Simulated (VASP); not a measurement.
# WC (Fm-3m) in VASP: a series of runs

WC is run at these levels: PBEsol; tasks: single point.

Program: VASP 6.6.1. These are calculated values, not measurements. Logs are shortened: lines on timing, memory, paths and dates and some standing lists are left out, and cuts for length are marked.

## Step 1: The cell of the first run

The structure is cubic, space group Fm-3m (No. 225). The conventional cell has a = 4.296 Å, b = 4.296 Å, c = 4.296 Å, α = 90.00°, β = 90.00°, γ = 90.00°. W (site symmetry m-3m) has 6 C at 2.15 Å within 2.8 Å. Within 2.8 Å of C (site symmetry m-3m) lie 6 W at 2.15 Å.

## Step 2: Single point, PBEsol

INCAR reads:

```
  PREC = Accurate
  ENCUT = 520
  EDIFF = 1E-7
  ISMEAR = -1
  SIGMA = 0.05
  LREAL = False
  LASPH = True
  NELM = 60
  ALGO = Normal
  ISIF = 2
  LWAVE = False
  LCHARG = False
  GGA = PS
  NBANDS = 16
```

KPOINTS reads:

```
regular mesh
0
Gamma
  11 11 11
```

POSCAR reads:

```
WC
1.0
    0.0000000000      2.1479227872      2.1479227872
    2.1479227872      0.0000000000      2.1479227872
    2.1479227872      2.1479227872      0.0000000000
W C
1 1
Direct
    0.0000000000      0.0000000000      0.0000000000
    0.5000000000      0.5000000000      0.5000000000
```

Potentials or basis: VASP PAW PBE potentials, release 64 (W_sv, C).

Run with:

```
$ cat potpaw_PBE.64/W_sv/POTCAR potpaw_PBE.64/C/POTCAR > POTCAR
$ mpirun -np 1 vasp_std > vasp.out
```

OUTCAR:

```text
PREC = Accurate
   ENCUT = 520
   EDIFF = 1E-7
   ISMEAR = -1
   LREAL = False
   LASPH = True
   NELM = 60
   ISIF = 2
   GGA = PS

 ion  position               nearest neighbor table
   1  0.000  0.000  0.000-   2 2.15   2 2.15   2 2.15   2 2.15   2 2.15   2 2.15
   2  0.500  0.500  0.500-   1 2.15   1 2.15   1 2.15   1 2.15   1 2.15   1 2.15

  LATTYP: Found a face centered cubic cell.
 ALAT       =     4.2958455744

  Lattice vectors:

 A1 = (   0.0000000000,   2.1479227872,   2.1479227872)
 A2 = (   2.1479227872,   0.0000000000,   2.1479227872)
 A3 = (   2.1479227872,   2.1479227872,   0.0000000000)

Analysis of symmetry for initial positions (statically):
=====================================================================
 Subroutine PRICEL returns:
 Original cell was already a primitive cell.

 Routine SETGRP: Setting up the symmetry group for a
 face centered cubic supercell.

 Subroutine GETGRP returns: Found 48 space group operations
 (whereof 48 operations were pure point group operations)
 out of a pool of 48 trial point group operations.

The static configuration has the point symmetry O_h .

Analysis of symmetry for dynamics (positions and initial velocities):
=====================================================================
 Subroutine PRICEL returns:
 Original cell was already a primitive cell.

 Routine SETGRP: Setting up the symmetry group for a
 face centered cubic supercell.

 Subroutine GETGRP returns: Found 48 space group operations
 (whereof 48 operations were pure point group operations)
 out of a pool of 48 trial point group operations.

The dynamic configuration has the point symmetry O_h .

 Subroutine INISYM returns: Found 48 space group operations
 (whereof 48 operations are pure point group operations),
 and found     1 'primitive' translations

----------------------------------------------------------------------------------------

                                     Primitive cell

  volume of cell :      19.8192

  direct lattice vectors                    reciprocal lattice vectors
     0.000000000  2.147922787  2.147922787    -0.232783042  0.232783042  0.232783042
     2.147922787  0.000000000  2.147922787     0.232783042 -0.232783042  0.232783042
     2.147922787  2.147922787  0.000000000     0.232783042  0.232783042 -0.232783042

  length of vectors
[... 80 lines left out ...]
   ENCUT  =  520.0 eV  38.22 Ry    6.18 a.u.   5.65  5.65  5.65*2*pi/ulx,y,z
   NELM   =     60;   NELMIN=  2; NELMDL= -5     # of ELM steps
   EDIFF  = 0.1E-06   stopping-criterion for ELM
   LREAL  =      F    real-space projection
   EDIFFG = 0.1E-05   stopping-criterion for IOM
   NSW    =      0    number of steps for IOM
   IBRION =     -1    ionic relax: 0-MD 1-quasi-New 2-CG
   NFREE  =      0    steps in history (QN), initial steepest desc. (CG)
   ISIF   =      2    stress and relaxation
   ISYM   =      2    0-nonsym 1-usesym 2-fastsym
   POTIM  = 0.5000    time-step for ionic-motion
   TEBEG  =    0.0;   TEEND  =   0.0 temperature during run
   PSTRESS=    0.0 pullay stress
   NELECT =      18.0000    total number of electrons
   NUPDOWN=      -1.0000    fix difference up-down
   EMIN   =  10.00;   EMAX   =-10.00  energy-range for DOS
   EFERMI =   0.00;   METHOD = LEGACY
   ISMEAR =    -1;   SIGMA  =   0.05  broadening in eV -4-tet -1-fermi 0-gaus
   EFERMI_NEDOS =   21; number of points for ismear=-14 and -15
   IALGO  =     38    algorithm
   IMIX   =      4    mixing-type and parameters
     AMIX     =   0.40;   BMIX     =  1.00
     AMIX_MAG =   1.60;   BMIX_MAG =  1.00
  volume/ion in A,a.u.               =       9.91        66.87
  Fermi-wavevector in a.u.,A,eV,Ry     =   1.585393  2.995959 34.197859  2.513472
  Thomas-Fermi vector in A             =   2.684865
   LORBIT       =      0    0 simple, 1 ext, 2 COOP (PROOUT), +10 PAW based schemes
   GGA     = PS    functional components
   LHFCALC =     F    Hartree Fock is set to
   AEXX    =    0.0000 exact exchange contribution
   IVDW    =     0    specifies the selected vdW correction
   LEPSILON=     F    determine dielectric tensor
   LRPA    =     F    only Hartree local field effects (RPA)
 non-spin polarized calculation
  energy-cutoff  :      520.00
  volume of cell :       19.82
 maximum number of plane-waves:       542
   NGX = 11   NGY = 11   NGZ = 11

 number of electron      17.9999999 magnetization

 Free energy of the ion-electron system (eV)
  ---------------------------------------------------
  ext. energy  EPLUGINS =         0.00000000
  ---------------------------------------------------
  free energy    TOTEN  =       -22.95192706 eV

  energy without entropy =      -22.94053443  energy(sigma->0) =      -22.94623075

 E-fermi :  13.2169     XC(G=0): -14.1878

 val. band max:       13.1964717071   @ k =  -0.2727   0.4545   0.1818
 cond. band min:      13.2348042788   @ k =   0.2727   0.2727   0.0000
 fundamental gap:      0.0383325717
 Fermi energy:        13.2168886030

 k-point     1 :       0.0000    0.0000    0.0000
  band No.  band energies     occupation
      1     -62.1161      2.00000
      2     -26.1060      2.00000
      3     -26.1060      2.00000
      4     -26.1060      2.00000
      5      -3.1083      2.00000
      6      10.2142      2.00000
[... 433 lines left out ...]
      3     -26.2745      2.00000
      4     -26.1413      2.00000
      5      -0.7896      2.00000
      6       5.9558      2.00000
[... 8 lines left out ...]
     15      26.4068      0.00000
     16      27.6322      0.00000

 [... further k-points ...]

------------------------ aborting loop because EDIFF is reached ----------------------------------------

  FORCE on cell =-STRESS in cart. coord.  units (eV):
  Direction    XX          YY          ZZ          XY          YZ          ZX
  --------------------------------------------------------------------------------------
  -------------------------------------------------------------------------------------
  Total        1.9673769      1.9673769      1.9673769      0.0000000     -0.0000000      0.0000000
  in kB      159.0421188    159.0421188    159.0421188      0.0000000     -0.0000000      0.0000000
  external PRESSURE =     159.0421188 kB  Pullay stress =       0.0000000 kB

 VOLUME and BASIS-vectors are now :
 -----------------------------------------------------------------------------
  energy-cutoff  :      520.00
  volume of cell :       19.82
      direct lattice vectors                 reciprocal lattice vectors
     0.000000000  2.147922787  2.147922787    -0.232783042  0.232783042  0.232783042
     2.147922787  0.000000000  2.147922787     0.232783042 -0.232783042  0.232783042
     2.147922787  2.147922787  0.000000000     0.232783042  0.232783042 -0.232783042

 POSITION                                       TOTAL-FORCE (eV/Angst)
 -----------------------------------------------------------------------------------
      0.00000      0.00000      0.00000         0.000000      0.000000      0.000000
      2.14792      2.14792      2.14792        -0.000000     -0.000000     -0.000000
 -----------------------------------------------------------------------------------
    total drift:                                0.000000     -0.000000     -0.000000

  FREE ENERGIE OF THE ION-ELECTRON SYSTEM (eV)
  ---------------------------------------------------
  free  energy   TOTEN  =       -22.9519270633 eV

  energy  without entropy=      -22.9405344335  energy(sigma->0) =      -22.94623075
```

OSZICAR:

```text
N       E                     dE             d eps       ncg     rms          rms(c)
DAV:   1     0.110972283137E+03    0.11097E+03   -0.96777E+03  1792   0.127E+03
DAV:   2    -0.230104743016E+02   -0.13398E+03   -0.12948E+03  2184   0.338E+02
DAV:   3    -0.262629744282E+02   -0.32525E+01   -0.32341E+01  1928   0.496E+01
DAV:   4    -0.262784954657E+02   -0.15521E-01   -0.15520E-01  2344   0.392E+00
DAV:   5    -0.262786004343E+02   -0.10497E-03   -0.10497E-03  1928   0.304E-01    0.354E+01
DAV:   6    -0.230450944800E+02    0.32335E+01   -0.76766E+00  2200   0.269E+01    0.100E+01
DAV:   7    -0.229844124903E+02    0.60682E-01   -0.37917E-01  1824   0.500E+00    0.728E+00
DAV:   8    -0.229532456156E+02    0.31167E-01   -0.59759E-02  2056   0.198E+00    0.138E+00
DAV:   9    -0.229520061119E+02    0.12395E-02   -0.22745E-03  1936   0.407E-01    0.103E-01
DAV:  10    -0.229519264570E+02    0.79655E-04   -0.26925E-04  2248   0.191E-01    0.489E-02
DAV:  11    -0.229519275936E+02   -0.11366E-05   -0.93831E-06  1912   0.286E-02    0.117E-02
DAV:  12    -0.229519270746E+02    0.51898E-06   -0.10016E-06  2072   0.916E-03    0.907E-04
DAV:  13    -0.229519270633E+02    0.11313E-07   -0.31634E-08  1144   0.163E-03
   1 F= -.22951927E+02 E0= -.22946231E+02  d E =-.113926E-01
```

Run time: 15 s. Hardware: 1 thread of AMD EPYC 7R43 (Zen 3), shared host; peak memory 0.11 GiB.

What came out:

- Free energy: -22.9519 eV
- Pressure: 15.9 GPa
- Band gap on the k mesh: zero (band 9 reaches 14.27 eV, above the bottom of band 10 at 10.90 eV)

Levels at points of the mesh, in eV from the Fermi level:
| k point | band 5 | band 6 | band 7 | band 8 | band 9 | band 10 | band 11 | band 12 | band 13 | band 14 |
| --- | --- | --- | --- | --- | --- | --- | --- | --- | --- | --- |
| (0.00, 0.00, 0.00) | -16.33 | -3.00 | -3.00 | -3.00 | -1.15 | -1.15 | -1.15 | -1.03 | -1.03 | 7.25 |

Caveat: the PAW data sets were made with another functional, which shifts forces and pressure a little; spin-orbit coupling is left out, which moves the levels of the heavy elements.

## Step 3: Single point, PBEsol

This run uses another cell than the first one, of 10.23 Å³/atom, 1.032 times its volume.

INCAR reads:

```
SYSTEM = WC
PREC     = Accurate       ! precision mode
ENCUT    = 520            ! plane-wave cutoff, eV
EDIFF    = 1E-6           ! SCF threshold, eV
ISMEAR   = -1             ! smearing method
SIGMA    = 0.05           ! smearing width, eV
LREAL    = .FALSE.        ! projectors in reciprocal space
LASPH    = .TRUE.         ! aspherical terms in the spheres
NELM     = 60             ! most SCF steps
ALGO     = Normal         ! electronic algorithm
ISIF     = 2              ! what is computed and relaxed
LWAVE    = .FALSE.        ! write WAVECAR
LCHARG   = .TRUE.         ! write CHGCAR
GGA      = PS             ! functional
LELF     = .TRUE.         ! ELF
LVHAR    = .TRUE.       
NBANDS   = 16             ! bands
```

KPOINTS reads:

```
Automatic mesh
0
G
  11 11 11
  0 0 0
```

POSCAR reads:

```
WC
1.0
    0.0000000000      2.1705341624      2.1705341624
    2.1705341624      0.0000000000      2.1705341624
    2.1705341624      2.1705341624      0.0000000000
W C
1 1
Direct
    0.0000000000      0.0000000000      0.0000000000
    0.5000000000      0.5000000000      0.5000000000
```

Potentials or basis: VASP PAW PBE potentials, release 64 (W_sv, C).

Run with:

```
$ cat potpaw_PBE.64/W_sv/POTCAR potpaw_PBE.64/C/POTCAR > POTCAR
$ mpirun -np 1 vasp_std > vasp.out
```

Run time: 16 s. Hardware: 1 thread of AMD EPYC 7R43 (Zen 3), shared host; peak memory 0.12 GiB.

The run converged. Its results:

```
Free energy            : -22.9878 eV
Pressure               : 2.4 GPa
Band gap on the k mesh : zero (band 9 reaches 13.72 eV, above the bottom of band 10 at 10.50 eV)
```

Levels at points of the mesh, in eV from the Fermi level:
```csv
k point,band 5,band 6,band 7,band 8,band 9,band 10,band 11,band 12,band 13,band 14
"(0.00, 0.00, 0.00)",-16.04,-2.88,-2.88,-2.88,-1.08,-1.08,-1.08,-1.00,-1.00,6.88
```

Caveat: the PAW data sets were made with another functional, which shifts forces and pressure a little; spin-orbit coupling is left out, which moves the levels of the heavy elements.
